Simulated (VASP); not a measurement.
# Ti3C in VASP: notebook

Runs on Ti3C. Level: PBE. Tasks: single point.

Everything below comes from runs of VASP 6.6.1. Logs are shortened: lines on timing, memory, paths and dates and some standing lists are left out, and cuts for length are marked.

**1. The cell of the first run**

The cell holds a slab with vacuum, 4 atoms: a = 2.908 Å, b = 2.908 Å, c = 19.994 Å, α = 90.00°, β = 90.00°, γ = 120.00°.

**2. Single point, PBE**

The input, INCAR:

```
SYSTEM = Ti3C
PREC = Accurate
ENCUT = 520
EDIFF = 1E-7
ISMEAR = 0
SIGMA = 0.1
LREAL = .False.
LASPH = .True.
NELM = 100
ALGO = Normal
ISIF = 2
LWAVE = .False.
LCHARG = .True.
LDIPOL = .True.
IDIPOL = 3
DIPOL = 0.5 0.5 0.365
GGA = PE
LELF = .True.
LVHAR = .True.
LVACPOTAV = .True.
NBANDS = 28
```

The input, KPOINTS:

```
regular mesh
0
Gamma
  9 9 1
  0 0 0
```

The input, POSCAR:

```
Ti3C
1.0
    2.9075446938      0.0000000000      0.0000000000
   -1.4537723469      2.5180075675      0.0000000000
    0.0000000000      0.0000000000     19.9935259089
Ti C
3 1
Direct
    0.6666666667      0.3333333333      0.2000647619
    0.3333333333      0.6666666667      0.3124429307
    0.0000000000      0.0000000000      0.4248138096
    0.0000000000      0.0000000000      0.5236786632
```

Potentials or basis: VASP PAW PBE potentials, release 64 (Ti_sv, C).

Launch:

```console
$ cat potpaw_PBE.64/Ti_sv/POTCAR potpaw_PBE.64/C/POTCAR > POTCAR
$ mpirun -np 1 vasp_std > vasp.out
```

OUTCAR:

```text
SYSTEM = Ti3C
   PREC = Accurate
   ENCUT = 520
   EDIFF = 1E-7
   ISMEAR = 0
   LREAL = .False.
   LASPH = .True.
   NELM = 100
   ISIF = 2
   GGA = PE

 ion  position               nearest neighbor table
   1  0.667  0.333  0.200-   2 2.80   2 2.80   2 2.80
   2  0.333  0.667  0.312-   3 2.80   3 2.80   3 2.80   1 2.80   1 2.80   1 2.80
   3  0.000  0.000  0.425-   4 1.98   2 2.80   2 2.80   2 2.80
   4  0.000  0.000  0.524-   3 1.98

  LATTYP: Found a hexagonal cell.
 ALAT       =     2.9075446938
 C/A-ratio  =     6.8764294325

  Lattice vectors:

 A1 = (   2.9075446938,   0.0000000000,   0.0000000000)
 A2 = (  -1.4537723469,   2.5180075675,   0.0000000000)
 A3 = (   0.0000000000,   0.0000000000,  19.9935259089)

Analysis of symmetry for initial positions (statically):
=====================================================================
 Subroutine PRICEL returns:
 Original cell was already a primitive cell.

 Routine SETGRP: Setting up the symmetry group for a
 hexagonal supercell.

 Subroutine GETGRP returns: Found  6 space group operations
 (whereof  6 operations were pure point group operations)
 out of a pool of 24 trial point group operations.

The static configuration has the point symmetry C_3v.

Analysis of symmetry for dynamics (positions and initial velocities):
=====================================================================
 Subroutine PRICEL returns:
 Original cell was already a primitive cell.

 Routine SETGRP: Setting up the symmetry group for a
 hexagonal supercell.

 Subroutine GETGRP returns: Found  6 space group operations
 (whereof  6 operations were pure point group operations)
 out of a pool of 24 trial point group operations.

The dynamic configuration has the point symmetry C_3v.

 Subroutine INISYM returns: Found  6 space group operations
 (whereof  6 operations are pure point group operations),
 and found     1 'primitive' translations

----------------------------------------------------------------------------------------

                                     Primitive cell

  volume of cell :     146.3770

  direct lattice vectors                    reciprocal lattice vectors
     2.907544694  0.000000000  0.000000000     0.343932804  0.198569697  0.000000000
    -1.453772347  2.518007568  0.000000000     0.000000000  0.397139394  0.000000000
     0.000000000  0.000000000 19.993525909     0.000000000  0.000000000  0.050016190

  length of vectors
     2.907544694  2.907544694 19.993525909     0.397139394  0.397139394  0.050016190

  position of ions in fractional coordinates (direct lattice)
     0.666666667  0.333333333  0.200064762
     0.333333333  0.666666667  0.312442931
     0.000000000  0.000000000  0.424813810
     0.000000000  0.000000000  0.523678663

  ion indices of the primitive-cell ions
   primitive index   ion index
                 1           1
                 2           2
                 3           3
                 4           4

----------------------------------------------------------------------------------------

 KPOINTS: regular mesh

Automatic generation of k-mesh.
 Grid dimensions read from file:
 generate k-points for:    9    9    1

 Generating k-lattice:

  Cartesian coordinates                     Fractional coordinates (reciprocal lattice)
     0.038214756  0.022063300  0.000000000     0.111111111 -0.000000000  0.000000000
     0.000000000  0.044126599  0.000000000     0.000000000  0.111111111  0.000000000
     0.000000000  0.000000000  0.050016190     0.000000000  0.000000000  1.000000000

  Length of vectors
     0.044126599  0.044126599  0.050016190

  Shift w.r.t. Gamma in fractional coordinates (k-lattice)
     0.000000000  0.000000000  0.000000000

 Subroutine IBZKPT returns following result:
 ===========================================

 Found     12 irreducible k-points:

 Following reciprocal coordinates:
            Coordinates               Weight
  0.000000  0.000000  0.000000      1.000000
  0.111111 -0.000000  0.000000      6.000000
  0.222222  0.000000  0.000000      6.000000
  0.333333 -0.000000  0.000000      6.000000
  0.444444  0.000000  0.000000      6.000000
  0.111111  0.111111  0.000000      6.000000
  0.222222  0.111111  0.000000     12.000000
  0.333333  0.111111  0.000000     12.000000
  0.444444  0.111111  0.000000      6.000000
  0.222222  0.222222  0.000000      6.000000
  0.333333  0.222222  0.000000     12.000000
  0.333333  0.333333  0.000000      2.000000
   k-points           NKPTS =     12   k-points in BZ     NKDIM =     12   number of bands    NBANDS=     28
   number of dos      NEDOS =    301   number of ions     NIONS =      4
   total plane-waves  NPLWV =  86400
   dimension x,y,z NGX =    24 NGY =   24 NGZ =  150
   dimension x,y,z NGXF=    48 NGYF=   48 NGZF=  300
   ions per type =               3   1
   NGX,Y,Z   is equivalent  to a cutoff of  13.72, 13.72, 12.47 a.u.
   NGXF,Y,Z  is equivalent  to a cutoff of  27.45, 27.45, 24.94 a.u.
 SYSTEM =  Ti3C
   PREC   = accura    normal or accurate (medium, high low for compatibility)
   ISTART =      0    job   : 0-new  1-cont  2-samecut
   ICHARG =      2    charge: 1-file 2-atom 10-const
   ISPIN  =      1    spin polarized calculation?
   LNONCOLLINEAR =      F non collinear calculations
   LSORBIT =      F    spin-orbit coupling
   LASPH  =      T    aspherical Exc in radial PAW
   ENCUT  =  520.0 eV  38.22 Ry    6.18 a.u.   5.41  5.41 37.17*2*pi/ulx,y,z
   NELM   =    100;   NELMIN=  2; NELMDL= -5     # of ELM steps
   EDIFF  = 0.1E-06   stopping-criterion for ELM
   LREAL  =      F    real-space projection
   EDIFFG = 0.1E-05   stopping-criterion for IOM
   NSW    =      0    number of steps for IOM
   IBRION =     -1    ionic relax: 0-MD 1-quasi-New 2-CG
   NFREE  =      0    steps in history (QN), initial steepest desc. (CG)
   ISIF   =      2    stress and relaxation
   ISYM   =      2    0-nonsym 1-usesym 2-fastsym
   POTIM  = 0.5000    time-step for ionic-motion
   TEBEG  =    0.0;   TEEND  =   0.0 temperature during run
   PSTRESS=    0.0 pullay stress
   NELECT =      40.0000    total number of electrons
   NUPDOWN=      -1.0000    fix difference up-down
   EMIN   =  10.00;   EMAX   =-10.00  energy-range for DOS
   EFERMI =   0.00;   METHOD = LEGACY
   ISMEAR =     0;   SIGMA  =   0.10  broadening in eV -4-tet -1-fermi 0-gaus
   EFERMI_NEDOS =   21; number of points for ismear=-14 and -15
   IALGO  =     38    algorithm
   IMIX   =      4    mixing-type and parameters
     AMIX     =   0.40;   BMIX     =  1.00
     AMIX_MAG =   1.60;   BMIX_MAG =  1.00
  volume/ion in A,a.u.               =      36.59       246.95
  Fermi-wavevector in a.u.,A,eV,Ry     =   1.062357  2.007564 15.355573  1.128603
  Thomas-Fermi vector in A             =   2.197805
   LORBIT       =      0    0 simple, 1 ext, 2 COOP (PROOUT), +10 PAW based schemes
   GGA     = PE    functional components
   LHFCALC =     F    Hartree Fock is set to
   AEXX    =    0.0000 exact exchange contribution
   IVDW    =     0    specifies the selected vdW correction
   LEPSILON=     F    determine dielectric tensor
   LRPA    =     F    only Hartree local field effects (RPA)
 non-spin polarized calculation
 Gauss-broadening in eV      SIGMA  =   0.10
  energy-cutoff  :      520.00
  volume of cell :      146.38
 maximum number of plane-waves:      4011
 NGX is ok and might be reduce to    24
   NGX = 11   NGY = 11   NGZ = 75

 dipolmoment           0.000000      0.000000     -0.002537 electrons x Angstroem

 number of electron      39.9999994 magnetization

 dipolmoment           0.000000      0.000000      0.102404 electrons x Angstroem

 Free energy of the ion-electron system (eV)
  ---------------------------------------------------
  ext. energy  EPLUGINS =         0.00000000
  ---------------------------------------------------
  free energy    TOTEN  =       -26.71288262 eV

  energy without entropy =      -26.69071275  energy(sigma->0) =      -26.70179768

 E-fermi :  -0.2248     XC(G=0):  -5.7182

 val. band max:       -0.2462474761   @ k =   0.0000   0.0000   0.0000
 cond. band min:      -0.2192236389   @ k =   0.3333   0.3333   0.0000
 fundamental gap:      0.0270238371
 Fermi energy:        -0.2247584398

 k-point     1 :       0.0000    0.0000    0.0000
  band No.  band energies     occupation
      1     -57.0442      2.00000
      2     -56.8190      2.00000
      3     -56.4962      2.00000
      4     -33.4658      2.00000
      5     -33.0599      2.00000
      6     -32.9992      2.00000
[... 20 lines left out ...]
     27       1.7867      0.00000
     28       1.7867      0.00000

 k-point     2 :       0.1111   -0.0000    0.0000
  band No.  band energies     occupation
      1     -57.0338      2.00000
      2     -56.8099      2.00000
      3     -56.4874      2.00000
      4     -33.4481      2.00000
      5     -33.0974      2.00000
      6     -33.0241      2.00000
[... 20 lines left out ...]
     27       1.6608      0.00000
     28       1.6797      0.00000

 k-point     3 :       0.2222    0.0000    0.0000
  band No.  band energies     occupation
      1     -57.0075      2.00000
      2     -56.7866      2.00000
      3     -56.4650      2.00000
      4     -33.4083      2.00000
      5     -33.2371      2.00000
      6     -33.0696      2.00000
[... 20 lines left out ...]
     27       1.6117      0.00000
     28       1.8463      0.00000

 k-point     4 :       0.3333   -0.0000    0.0000
  band No.  band energies     occupation
      1     -56.9773      2.00000
      2     -56.7601      2.00000
      3     -56.4395      2.00000
      4     -33.4284      2.00000
      5     -33.3653      2.00000
      6     -33.1593      2.00000
[... 206 lines left out ...]
     27       2.1736      0.00000
     28       2.2799      0.00000

 k-point    11 :       0.3333    0.2222    0.0000
  band No.  band energies     occupation
      1     -56.9488      2.00000
      2     -56.7351      2.00000
      3     -56.4154      2.00000
      4     -33.4620      2.00000
      5     -33.3618      2.00000
      6     -33.2703      2.00000
[... 20 lines left out ...]
     27       2.2019      0.00000
     28       2.4619      0.00000

 k-point    12 :       0.3333    0.3333    0.0000
  band No.  band energies     occupation
      1     -56.9435      2.00000
      2     -56.7304      2.00000
      3     -56.4109      2.00000
      4     -33.3980      2.00000
      5     -33.3739      2.00000
      6     -33.3321      2.00000
[... 20 lines left out ...]
     27       2.1342      0.00000
     28       2.3609      0.00000

------------------------ aborting loop because EDIFF is reached ----------------------------------------

  FORCE on cell =-STRESS in cart. coord.  units (eV):
  Direction    XX          YY          ZZ          XY          YZ          ZX
  --------------------------------------------------------------------------------------
  -------------------------------------------------------------------------------------
  Total       -1.1731582     -1.1731582      0.4297819     -0.0000000      0.0000000      0.0000000
  in kB      -12.8408668    -12.8408668      4.7042017     -0.0000000      0.0000000      0.0000000
  external PRESSURE =      -6.9925106 kB  Pullay stress =       0.0000000 kB

 VOLUME and BASIS-vectors are now :
 -----------------------------------------------------------------------------
  energy-cutoff  :      520.00
  volume of cell :      146.38
      direct lattice vectors                 reciprocal lattice vectors
     2.907544694  0.000000000  0.000000000     0.343932804  0.198569697  0.000000000
    -1.453772347  2.518007568  0.000000000     0.000000000  0.397139394  0.000000000
     0.000000000  0.000000000 19.993525909     0.000000000  0.000000000  0.050016190

 POSITION                                       TOTAL-FORCE (eV/Angst)
 -----------------------------------------------------------------------------------
      1.45377      0.83934      4.00000         0.000000     -0.000000      0.193204
     -0.00000      1.67867      6.24684        -0.000000     -0.000000     -0.568767
      0.00000      0.00000      8.49353        -0.000000     -0.000000      0.358382
      0.00000      0.00000     10.47018         0.000000      0.000000      0.017180
 -----------------------------------------------------------------------------------
    total drift:                                0.000000     -0.000000      0.000096

  FREE ENERGIE OF THE ION-ELECTRON SYSTEM (eV)
  ---------------------------------------------------
  free  energy   TOTEN  =       -26.7128826164 eV

  energy  without entropy=      -26.6907127483  energy(sigma->0) =      -26.70179768

 vacuum level on the upper side and lower side of the slab         6.888         4.356
```

Wall time 2.8 min (1 thread of AMD EPYC 7R43 (Zen 3), shared host); peak memory 0.24 GiB.

What came out:

| Quantity | Value |
| --- | --- |
| Free energy | -26.7129 eV |
| Largest force | 0.569 eV/Å |
| Band gap on the k mesh | zero (band 20 reaches 0.53 eV, above the bottom of band 21 at -0.43 eV) |

Forces on the atoms (eV/Å):
```
Ti   0.000  0.000  0.193
Ti   0.000  0.000 -0.569
Ti   0.000  0.000  0.358
C    0.000  0.000  0.017
```

**3. Single point, PBE**

The input, INCAR:

```
  PREC = Accurate
  ENCUT = 520
  EDIFF = 1E-6
  ISMEAR = 0
  SIGMA = 0.1
  LREAL = False
  LASPH = True
  NELM = 100
  ALGO = Normal
  ISIF = 2
  LWAVE = False
  LCHARG = False
  LDIPOL = True
  IDIPOL = 3
  DIPOL = 0.5 0.5 0.352
  GGA = PE
  NBANDS = 28
```

The input, KPOINTS:

```
Automatic mesh
0
Gamma
  9 9 1
```

Changes to POSCAR since step 2:

```diff
@@ -11,2 +11,2 @@
     0.0000000000      0.0000000000      0.4248138096
-    0.0000000000      0.0000000000      0.5236786632
+    0.3333333333      0.6666666667      0.4689622036
```

Potentials or basis: VASP PAW PBE potentials, release 64 (Ti_sv, C).

Launch:

```console
$ cat potpaw_PBE.64/Ti_sv/POTCAR potpaw_PBE.64/C/POTCAR > POTCAR
$ mpirun -np 1 vasp_std > vasp.out
```

It took 2.9 min on 1 thread of AMD EPYC 7R43 (Zen 3), shared host; peak memory 0.23 GiB.

It converged, with:

```yaml
Free_energy: -29.2349 eV
Largest_force: 1.283 eV/Å
Band_gap_on_the_k_mesh: zero (band 20 reaches 0.33 eV, above the bottom of band 21 at -0.41 eV)
```

Forces on the atoms (eV/Å):
```
Ti   0.000  0.000  0.242
Ti   0.000  0.000 -1.283
Ti   0.000  0.000  1.005
C    0.000  0.000  0.036
```

Levels at points of the mesh, in eV from the Fermi level:
| k point | band 18 | band 19 | band 20 | band 21 | band 22 | band 23 |
| --- | --- | --- | --- | --- | --- | --- |
| (0.00, 0.00, 0.00) | -1.39 | -0.11 | 0.58 | 0.79 | 0.83 | 0.83 |

**4. Single point, PBE**

The input, INCAR:

```
PREC     = Accurate       # precision mode
ENCUT    = 520            # plane-wave cutoff, eV
EDIFF    = 1E-6           # SCF threshold, eV
ISMEAR   = 0              # smearing method
SIGMA    = 0.1            # smearing width, eV
LREAL    = False          # projectors in reciprocal space
LASPH    = True           # aspherical terms in the spheres
NELM     = 100            # most SCF steps
ALGO     = Normal         # electronic algorithm
ISIF     = 2              # what is computed and relaxed
LWAVE    = False          # write WAVECAR
LCHARG   = False          # write CHGCAR
LDIPOL   = True         
IDIPOL   = 3            
DIPOL    = 0.5 0.5 0.352
GGA      = PE             # functional
NBANDS   = 28             # bands
```

KPOINTS is that of step 3.

Changes to POSCAR since step 3:

```diff
@@ -11,2 +11,2 @@
     0.0000000000      0.0000000000      0.4248138096
-    0.3333333333      0.6666666667      0.4689622036
+    0.6666666667      0.3333333333      0.4701515249
```

Launch:

```console
$ cat potpaw_PBE.64/Ti_sv/POTCAR potpaw_PBE.64/C/POTCAR > POTCAR
$ mpirun -np 1 vasp_std > vasp.out
```

It took 2.8 min on 1 thread of AMD EPYC 7R43 (Zen 3), shared host; peak memory 0.24 GiB.

It converged, with:

- Free energy: -29.1480 eV
- Largest force: 1.261 eV/Å
- Band gap on the k mesh: zero (band 20 reaches 0.28 eV, above the bottom of band 21 at -0.61 eV)

Forces in eV/Å, atoms in the order of the input:
```
Ti   0.000  0.000  0.298
Ti   0.000  0.000 -1.261
Ti   0.000  0.000  0.939
C    0.000  0.000  0.024
```

Levels at points of the mesh, in eV from the Fermi level:
| k point | band 18 | band 19 | band 20 | band 21 | band 22 | band 23 |
| --- | --- | --- | --- | --- | --- | --- |
| (0.00, 0.00, 0.00) | -1.12 | -0.14 | 0.58 | 0.78 | 0.80 | 0.80 |
